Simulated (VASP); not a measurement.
# InO5 (F-43m) in VASP: notebook, part 2 of 2

VASP 6.6.1.

**3. Single point, PBE, collinear spin, ferromagnetic start**

This run uses another cell than the first one, of 19.82 Å³/atom, 1.554 times its volume.

File INCAR:

```
ALGO = Normal
EDIFF = 1E-7
ENCUT = 520
GGA = PE
ISIF = 2
ISMEAR = 0
ISPIN = 2
LASPH = True
LCHARG = False
LORBIT = 11
LREAL = False
LWAVE = False
MAGMOM = 0 1 1 1 1 1
NBANDS = 34
NELM = 150
PREC = Accurate
SIGMA = 0.1
```

File KPOINTS:

```
k-points
0
Gamma
  4 4 4
```

File POSCAR:

```
InO5
1.0
    0.0000000000      3.9029266300      3.9029266300
    3.9029266300      0.0000000000      3.9029266300
    3.9029266300      3.9029266300      0.0000000000
In O
1 5
Direct
    0.5000000000      0.5000000000      0.5000000000
    0.3461319398      0.3461319398      0.3461319398
    0.3461319398      0.3461319398      0.9616041805
    0.3461319398      0.9616041805      0.3461319398
    0.9616041805      0.3461319398      0.3461319398
    0.0000000000      0.0000000000      0.0000000000
```

Potentials or basis: VASP PAW PBE potentials, release 64 (In_d, O).

On the command line:

```sh
cat potpaw_PBE.64/In_d/POTCAR potpaw_PBE.64/O/POTCAR > POTCAR
mpirun -np 1 vasp_std > vasp.out
```

OUTCAR:

```text
EDIFF = 1E-7
   ENCUT = 520
   GGA = PE
   ISIF = 2
   ISMEAR = 0
   ISPIN = 2
   LASPH = True
   LORBIT = 11
   LREAL = False
   NELM = 150
   PREC = Accurate

 ion  position               nearest neighbor table
   1  0.500  0.500  0.500-   3 2.08   4 2.08   5 2.08   2 2.08
   2  0.346  0.346  0.346-   1 2.08
   3  0.346  0.346  0.962-   1 2.08
   4  0.346  0.962  0.346-   1 2.08
   5  0.962  0.346  0.346-   1 2.08
   6  0.000  0.000  0.000-

  LATTYP: Found a face centered cubic cell.
 ALAT       =     7.8058532600

  Lattice vectors:

 A1 = (   0.0000000000,   3.9029266300,   3.9029266300)
 A2 = (   3.9029266300,   0.0000000000,   3.9029266300)
 A3 = (   3.9029266300,   3.9029266300,   0.0000000000)

Analysis of symmetry for initial positions (statically):
=====================================================================
 Subroutine PRICEL returns:
 Original cell was already a primitive cell.

 Routine SETGRP: Setting up the symmetry group for a
 face centered cubic supercell.

 Subroutine GETGRP returns: Found 24 space group operations
 (whereof 24 operations were pure point group operations)
 out of a pool of 48 trial point group operations.

The static configuration has the point symmetry T_d .

Analysis of symmetry for dynamics (positions and initial velocities):
=====================================================================
 Subroutine PRICEL returns:
 Original cell was already a primitive cell.

 Routine SETGRP: Setting up the symmetry group for a
 face centered cubic supercell.

 Subroutine GETGRP returns: Found 24 space group operations
 (whereof 24 operations were pure point group operations)
 out of a pool of 48 trial point group operations.

The dynamic configuration has the point symmetry T_d .

Analysis of structural, dynamic, and magnetic symmetry:
=====================================================================
 Subroutine PRICEL returns:
 Original cell was already a primitive cell.

 Routine SETGRP: Setting up the symmetry group for a
 face centered cubic supercell.

 Subroutine GETGRP returns: Found 24 space group operations
 (whereof 24 operations were pure point group operations)
 out of a pool of 48 trial point group operations.

The overall configuration has the point symmetry T_d .

 Subroutine INISYM returns: Found 24 space group operations
 (whereof 24 operations are pure point group operations),
 and found     1 'primitive' translations

----------------------------------------------------------------------------------------

                                     Primitive cell

  volume of cell :     118.9053

  direct lattice vectors                    reciprocal lattice vectors
     0.000000000  3.902926630  3.902926630    -0.128108993  0.128108993  0.128108993
     3.902926630  0.000000000  3.902926630     0.128108993 -0.128108993  0.128108993
     3.902926630  3.902926630  0.000000000     0.128108993  0.128108993 -0.128108993

  length of vectors
     5.519571773  5.519571773  5.519571773     0.221891285  0.221891285  0.221891285

  position of ions in fractional coordinates (direct lattice)
     0.500000000  0.500000000  0.500000000
     0.346131940  0.346131940  0.346131940
[... 72 lines left out ...]
   IBRION =     -1    ionic relax: 0-MD 1-quasi-New 2-CG
   NFREE  =      0    steps in history (QN), initial steepest desc. (CG)
   ISIF   =      2    stress and relaxation
   ISYM   =      2    0-nonsym 1-usesym 2-fastsym
   POTIM  = 0.5000    time-step for ionic-motion
   TEBEG  =    0.0;   TEEND  =   0.0 temperature during run
   PSTRESS=    0.0 pullay stress
   NELECT =      43.0000    total number of electrons
   NUPDOWN=      -1.0000    fix difference up-down
   EMIN   =  10.00;   EMAX   =-10.00  energy-range for DOS
   EFERMI =   0.00;   METHOD = LEGACY
   ISMEAR =     0;   SIGMA  =   0.10  broadening in eV -4-tet -1-fermi 0-gaus
   EFERMI_NEDOS =   21; number of points for ismear=-14 and -15
   IALGO  =     38    algorithm
   IMIX   =      4    mixing-type and parameters
     AMIX     =   0.40;   BMIX     =  1.00
     AMIX_MAG =   1.60;   BMIX_MAG =  1.00
  volume/ion in A,a.u.               =      19.82       133.74
  Fermi-wavevector in a.u.,A,eV,Ry     =   1.166355  2.204091 18.509134  1.360383
  Thomas-Fermi vector in A             =   2.302869
   LORBIT       =     11    0 simple, 1 ext, 2 COOP (PROOUT), +10 PAW based schemes
   GGA     = PE    functional components
   LHFCALC =     F    Hartree Fock is set to
   AEXX    =    0.0000 exact exchange contribution
   IVDW    =     0    specifies the selected vdW correction
   LEPSILON=     F    determine dielectric tensor
   LRPA    =     F    only Hartree local field effects (RPA)
 spin polarized calculation
 Gauss-broadening in eV      SIGMA  =   0.10
  energy-cutoff  :      520.00
  volume of cell :      118.91
 maximum number of plane-waves:      3250
 NGX is ok and might be reduce to    42
   NGX = 21   NGY = 21   NGZ = 21

 number of electron      43.0000008 magnetization       7.0003720

 Free energy of the ion-electron system (eV)
  ---------------------------------------------------
  ext. energy  EPLUGINS =         0.00000000
  ---------------------------------------------------
  free energy    TOTEN  =       -20.57488746 eV

  energy without entropy =      -20.53673789  energy(sigma->0) =      -20.55581267

 E-fermi :  -1.1857     XC(G=0):  -7.6287

 val. band max:       -1.1898057636   @ k =  -0.2500   0.5000   0.2500
 cond. band min:      -1.1805719382   @ k =   0.2500   0.2500   0.0000
 fundamental gap:      0.0092338254
 Fermi energy:        -1.1856522299

 spin component 1

 k-point     1 :       0.0000    0.0000    0.0000
  band No.  band energies     occupation
      1     -20.4015      1.00000
      2     -19.0151      1.00000
      3     -18.7055      1.00000
      4     -18.7055      1.00000
      5     -18.7055      1.00000
      6     -14.3894      1.00000
[... 277 lines left out ...]
     32      10.4791      0.00000
     33      11.6050      0.00000
 Fermi energy:        -1.1856522299

 spin component 2

 k-point     1 :       0.0000    0.0000    0.0000
  band No.  band energies     occupation
      1     -18.4868      1.00000
      2     -16.9002      1.00000
      3     -16.9002      1.00000
      4     -16.9002      1.00000
      5     -15.8913      1.00000
      6     -14.3660      1.00000
[... 277 lines left out ...]
     32      10.8606      0.00000
     33      12.1285      0.00000
 [bands above 33 left out]

------------------------ aborting loop because EDIFF is reached ----------------------------------------

  FORCE on cell =-STRESS in cart. coord.  units (eV):
  Direction    XX          YY          ZZ          XY          YZ          ZX
  --------------------------------------------------------------------------------------
  -------------------------------------------------------------------------------------
  Total        0.2425345      0.2425345      0.2425345      0.0000000     -0.0000000      0.0000000
  in kB        3.2680071      3.2680071      3.2680071      0.0000000     -0.0000000      0.0000000
  external PRESSURE =       3.2680071 kB  Pullay stress =       0.0000000 kB

 VOLUME and BASIS-vectors are now :
 -----------------------------------------------------------------------------
  energy-cutoff  :      520.00
  volume of cell :      118.91
      direct lattice vectors                 reciprocal lattice vectors
     0.000000000  3.902926630  3.902926630    -0.128108993  0.128108993  0.128108993
     3.902926630  0.000000000  3.902926630     0.128108993 -0.128108993  0.128108993
     3.902926630  3.902926630  0.000000000     0.128108993  0.128108993 -0.128108993

 POSITION                                       TOTAL-FORCE (eV/Angst)
 -----------------------------------------------------------------------------------
      3.90293      3.90293      3.90293        -0.000000     -0.000000     -0.000000
      2.70186      2.70186      2.70186        -0.047874     -0.047874     -0.047874
      5.10400      5.10400      2.70186         0.047874      0.047874     -0.047874
      5.10400      2.70186      5.10400         0.047874     -0.047874      0.047874
      2.70186      5.10400      5.10400        -0.047874      0.047874      0.047874
      0.00000      0.00000      0.00000        -0.000000     -0.000000     -0.000000
 -----------------------------------------------------------------------------------
    total drift:                                0.000000      0.000000      0.000000

  FREE ENERGIE OF THE ION-ELECTRON SYSTEM (eV)
  ---------------------------------------------------
  free  energy   TOTEN  =       -20.5748874561 eV

  energy  without entropy=      -20.5367378926  energy(sigma->0) =      -20.55581267

 total charge

# of ion       s       p       d       tot
------------------------------------------
    1        0.753   0.624   9.996  11.373
    2        1.620   3.089   0.000   4.709
    3        1.620   3.089   0.000   4.709
    4        1.620   3.089   0.000   4.709
    5        1.620   3.089   0.000   4.709
    6        1.624   2.938   0.000   4.562
--------------------------------------------------
tot          8.856  15.918   9.996  34.770

 magnetization (x)

# of ion       s       p       d       tot
------------------------------------------
    1       -0.053   0.063   0.057   0.067
    2        0.026   1.051   0.000   1.077
    3        0.026   1.051   0.000   1.077
    4        0.026   1.051   0.000   1.077
    5        0.026   1.051   0.000   1.077
    6        0.015   1.498   0.000   1.512
--------------------------------------------------
tot          0.067   5.764   0.057   5.889
```

Wall time 88 s (1 thread of Intel Xeon Platinum 8259CL at 2.50GHz (Skylake/Cascade Lake), shared host); peak memory 0.33 GiB.

What came out:

* Free energy: -20.5749 eV
* Pressure: 0.3 GPa
* Largest force: 0.083 eV/Å
* Band gap on the k mesh: zero (filled and empty bands overlap)
* Net moment: 7.00 μB per cell
* Site moments: In +0.07; O +1.08, +1.51 μB
* Valence electrons inside the program's atomic spheres: In 11.37; O 4.71, 4.56

Forces on the atoms (eV/Å):
```
In   0.000  0.000  0.000
O   -0.048 -0.048 -0.048
O    0.048  0.048 -0.048
O    0.048 -0.048  0.048
O   -0.048  0.048  0.048
O    0.000  0.000  0.000
```

Levels at points of the mesh, in eV from the Fermi level:
Spin up:
| k point | band 22 | band 23 | band 24 | band 25 | band 26 | band 27 | band 28 | band 29 |
| --- | --- | --- | --- | --- | --- | --- | --- | --- |
| (0.00, 0.00, 0.00) | -1.05 | -0.66 | -0.66 | -0.66 | 2.68 | 7.66 | 8.24 | 8.24 |
| (0.50, 0.00, 0.00) | -1.39 | -1.05 | -0.74 | -0.74 | 3.97 | 6.31 | 8.24 | 8.24 |
| (0.50, 0.50, 0.00) | -1.67 | -1.17 | -0.83 | -0.83 | 4.37 | 6.30 | 8.21 | 8.21 |
Spin down:
| k point | band 14 | band 15 | band 16 | band 17 | band 18 | band 19 | band 20 | band 21 | band 22 | band 23 |
| --- | --- | --- | --- | --- | --- | --- | --- | --- | --- | --- |
| (0.00, 0.00, 0.00) | -2.56 | -0.96 | -0.96 | 0.09 | 0.09 | 0.09 | 1.25 | 1.25 | 1.25 | 1.44 |
| (0.50, 0.00, 0.00) | -2.17 | -1.17 | -0.98 | -0.98 | -0.10 | -0.10 | 0.12 | 0.84 | 0.84 | 1.26 |
| (0.50, 0.50, 0.00) | -1.76 | -1.31 | -0.82 | -0.80 | -0.38 | -0.38 | 0.15 | 0.59 | 0.59 | 1.03 |

Caveat: spin-orbit coupling is left out, which moves the levels of the heavy elements.

**4. Single point, PBE, collinear spin, ferromagnetic start**

File INCAR:

```
SYSTEM = InO5
  PREC = Accurate
  ENCUT = 910
  EDIFF = 1E-6
  ISMEAR = 0
  SIGMA = 0.1
  LREAL = .FALSE.
  LASPH = .TRUE.
  NELM = 200
  ALGO = Normal
  ISIF = 2
  LWAVE = .FALSE.
  LCHARG = .FALSE.
  ISPIN = 2
  MAGMOM = 0 1 1 1 1 1
  LORBIT = 11
  GGA = PE
  NBANDS = 34
  GGA_COMPAT = .FALSE.
```

File KPOINTS:

```
Automatic mesh
0
G
  4 4 4
  0 0 0
```

File POSCAR:

```
InO5
1.0
    0.0000000000      3.3693599700      3.3693599700
    3.3693599700      0.0000000000      3.3693599700
    3.3693599700      3.3693599700      0.0000000000
In O
1 5
Direct
    0.5000000000      0.5000000000      0.5000000000
    0.3667842700      0.3667842700      0.3667842700
    0.3667842700      0.3667842700      0.8996471900
    0.3667842700      0.8996471900      0.3667842700
    0.8996471900      0.3667842700      0.3667842700
    0.0000000000      0.0000000000      0.0000000000
```

Potentials or basis: VASP PAW PBE potentials, release 64 (In_d, O_h).

On the command line:

```sh
cat potpaw_PBE.64/In_d/POTCAR potpaw_PBE.64/O_h/POTCAR > POTCAR
mpirun -np 1 vasp_std > vasp.out
```

OUTCAR:

```text
SYSTEM = InO5
   PREC = Accurate
   ENCUT = 910
   EDIFF = 1E-6
   ISMEAR = 0
   LREAL = .FALSE.
   LASPH = .TRUE.
   NELM = 200
   ISIF = 2
   ISPIN = 2
   LORBIT = 11
   GGA = PE

 ion  position               nearest neighbor table
   1  0.500  0.500  0.500-   3 1.55   4 1.55   5 1.55   2 1.55
   2  0.367  0.367  0.367-   1 1.55
   3  0.367  0.367  0.900-   1 1.55
   4  0.367  0.900  0.367-   1 1.55
   5  0.900  0.367  0.367-   1 1.55
   6  0.000  0.000  0.000-

  LATTYP: Found a face centered cubic cell.
 ALAT       =     6.7387199400

  Lattice vectors:

 A1 = (   0.0000000000,   3.3693599700,   3.3693599700)
 A2 = (   3.3693599700,   0.0000000000,   3.3693599700)
 A3 = (   3.3693599700,   3.3693599700,   0.0000000000)

Analysis of symmetry for initial positions (statically):
[... 5 lines left out ...]
 face centered cubic supercell.

 Subroutine GETGRP returns: Found 24 space group operations
 (whereof 24 operations were pure point group operations)
 out of a pool of 48 trial point group operations.

[... 762 lines left out ...]
  -------------------------------------------------------------------------------------
  Total       44.8461406     44.8461406     44.8461406      0.0000000      0.0000000     -0.0000000
  in kB      939.2115516    939.2115516    939.2115516      0.0000000      0.0000000     -0.0000000
  external PRESSURE =     939.2115516 kB  Pullay stress =       0.0000000 kB

 VOLUME and BASIS-vectors are now :
 -----------------------------------------------------------------------------
  energy-cutoff  :      910.00
  volume of cell :       76.50
      direct lattice vectors                 reciprocal lattice vectors
     0.000000000  3.369359970  3.369359970    -0.148396136  0.148396136  0.148396136
     3.369359970  0.000000000  3.369359970     0.148396136 -0.148396136  0.148396136
     3.369359970  3.369359970  0.000000000     0.148396136  0.148396136 -0.148396136

 POSITION                                       TOTAL-FORCE (eV/Angst)
 -----------------------------------------------------------------------------------
      3.36936      3.36936      3.36936        -0.000000     -0.000000     -0.000000
      2.47166      2.47166      2.47166       -11.705848    -11.705848    -11.705848
      4.26706      4.26706      2.47166        11.705848     11.705848    -11.705848
      4.26706      2.47166      4.26706        11.705848    -11.705848     11.705848
      2.47166      4.26706      4.26706       -11.705848     11.705848     11.705848
      0.00000      0.00000      0.00000        -0.000000     -0.000000     -0.000000
 -----------------------------------------------------------------------------------
    total drift:                                0.000001      0.000001      0.000001

  FREE ENERGIE OF THE ION-ELECTRON SYSTEM (eV)
  ---------------------------------------------------
  free  energy   TOTEN  =        -5.1052021088 eV

  energy  without entropy=       -5.0778282006  energy(sigma->0) =       -5.09151515

 total charge

# of ion       s       p       d       tot
------------------------------------------
    1        1.211   2.413  10.743  14.367
    2        1.106   2.294   0.000   3.399
    3        1.106   2.294   0.000   3.399
    4        1.106   2.294   0.000   3.399
    5        1.106   2.294   0.000   3.399
    6        1.123   2.067   0.000   3.191
--------------------------------------------------
tot          6.756  13.655  10.743  31.155

 magnetization (x)

# of ion       s       p       d       tot
------------------------------------------
    1       -0.003  -0.029   0.054   0.022
    2        0.001   0.087   0.000   0.088
    3        0.001   0.087   0.000   0.088
    4        0.001   0.087   0.000   0.088
    5        0.001   0.087   0.000   0.088
    6        0.019   1.098   0.000   1.117
--------------------------------------------------
tot          0.020   1.418   0.054   1.492
```

OSZICAR:

```text
N       E                     dE             d eps       ncg     rms          rms(c)
DAV:   1     0.700869379390E+03    0.70087E+03   -0.27977E+04  1100   0.222E+03
DAV:   2     0.112938359090E+03   -0.58793E+03   -0.53884E+03  1280   0.572E+02
DAV:   3    -0.998014184113E+00   -0.11394E+03   -0.10803E+03  1232   0.208E+02
DAV:   4    -0.904124739673E+01   -0.80432E+01   -0.76610E+01  1314   0.570E+01
DAV:   5    -0.929801717299E+01   -0.25677E+00   -0.25600E+00  1432   0.102E+01    0.405E+01
DAV:   6    -0.925891880763E+01    0.39098E-01   -0.57342E+01  1566   0.788E+01    0.326E+01
DAV:   7    -0.577908206308E+01    0.34798E+01   -0.11903E+01  1654   0.195E+01    0.140E+01
DAV:   8    -0.515814438049E+01    0.62094E+00   -0.31577E+00  1548   0.122E+01    0.412E+00
DAV:   9    -0.512314831145E+01    0.34996E-01   -0.40903E-01  1456   0.498E+00    0.202E+00
DAV:  10    -0.510710172988E+01    0.16047E-01   -0.11047E-01  1564   0.165E+00    0.155E+00
DAV:  11    -0.510502792422E+01    0.20738E-02   -0.32400E-02  1494   0.996E-01    0.596E-01
DAV:  12    -0.510509563966E+01   -0.67715E-04   -0.29937E-03  1240   0.344E-01    0.163E-01
DAV:  13    -0.510519972673E+01   -0.10409E-03   -0.56709E-04  1532   0.122E-01    0.868E-02
DAV:  14    -0.510519796836E+01    0.17584E-05   -0.13808E-04  1470   0.474E-02    0.293E-02
DAV:  15    -0.510520316973E+01   -0.52014E-05   -0.15488E-05  1230   0.263E-02    0.127E-02
DAV:  16    -0.510520201308E+01    0.11567E-05   -0.65679E-06  1000   0.132E-02    0.831E-03
DAV:  17    -0.510520210885E+01   -0.95772E-07   -0.18866E-06   848   0.920E-03
   1 F= -.51052021E+01 E0= -.50915152E+01  d E =-.273739E-01  mag=     2.4255
```

Wall time 100 s (1 thread of Intel Xeon Platinum 8375C at 2.90GHz (Ice Lake), shared host); peak memory 0.42 GiB.

What came out:

```
Free energy                                           : -5.1052 eV
Pressure                                              : 93.9 GPa
Largest force                                         : 20.275 eV/Å
Net moment                                            : 2.43 μB per cell
Site moments                                          : In +0.02; O +0.09, +1.12 μB
Valence electrons inside the program's atomic spheres : In 14.37; O 3.40, 3.19
```

Forces in eV/Å, atoms in the order of the input:
```
In    0.000   0.000   0.000
O   -11.706 -11.706 -11.706
O    11.706  11.706 -11.706
O    11.706 -11.706  11.706
O   -11.706  11.706  11.706
O     0.000   0.000   0.000
```

Caveat: the k points lie up to 0.40 Å⁻¹ apart; the cutoff is under 1.25 times the usual one of these potentials, so pressure, stress and relaxed cells hold a basis-set (Pulay) error; spin-orbit coupling is left out, which moves the levels of the heavy elements; forces of over 1 eV/Å act on the atoms, so gaps and moduli don't describe the material at rest.

**5. The runs side by side**

```tsv
potentials or basis	cell	cutoff (eV)	second run	gap on the mesh (eV)	pressure (GPa)	moment (μB)	largest force (eV/Å)
VASP PAW PBE potentials, release 64 (In_d, O)	a = 4.765 Å, angles 60.0°, 6 atoms	520	-	none	94.5	2.44	20.41
VASP PAW PBE potentials, release 64 (In_d, O)	a = 5.520 Å, angles 60.0°, 6 atoms	520	-	none	0.3	7.00	0.08
VASP PAW PBE potentials, release 64 (In_d, O_h)	a = 4.765 Å, angles 60.0°, 6 atoms	910	hard_potentials	none	93.9	2.43	20.28
```

Alike in all rows: task single point; level PBE; spin collinear, ferromagnetic start; k mesh 4 × 4 × 4; smearing gaussian 0.1 eV.

Caveats: some runs use coarse meshes; spin-orbit coupling is left out, which moves the levels of the heavy elements; forces of over 1 eV/Å act on the atoms, so gaps and moduli don't describe the material at rest (some runs); the cutoff is under 1.25 times the usual one of these potentials, so pressure, stress and relaxed cells hold a basis-set (Pulay) error (some runs).

Total energies depend on the potentials used, so only differences within one code and one set of settings carry meaning.
